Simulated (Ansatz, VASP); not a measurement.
Sn3Se in VASP and in Ansatz

```
CELL_PARAMETERS angstrom
0.00000 3.65693 3.65693
3.65693 0.00000 3.65693
3.65693 3.65693 0.00000
ATOMIC_POSITIONS crystal
Sn 0.50000 0.50000 0.50000
Sn 0.75000 0.75000 0.75000
Sn 0.25000 0.25000 0.25000
Se 0.00000 0.00000 0.00000
```

Alike in both runs: task single point; functional r2SCAN; k mesh 6 × 6 × 6; occupations fermi-dirac, width 0.05 eV; no spin polarisation.

|  | VASP | Ansatz |
| --- | --- | --- |
| version | VASP 6.6.1 | Ansatz 0.2.0 |
| potentials or method | VASP PAW PBE potentials, release 64 (Sn_d, Se) | Ansatz PAW |
| plane-wave cutoff (eV) | 520 | 500 |
| valence electrons in the cell | 48 | 58 |

|  | VASP | Ansatz | Ansatz less VASP |
| --- | --- | --- | --- |
| gap on the k mesh at the Fermi level (eV) | none | none | - |
| pressure (GPa) | 2.2 | 2.2 | -0.01 |

VASP's potentials were made for PBE, not for r2SCAN. A gap of «none» marks a metal or a gap that the smearing closes. VASP's potentials hold 48 valence electrons a cell and Ansatz's 58, so a difference there can come from the potentials and not from the codes.
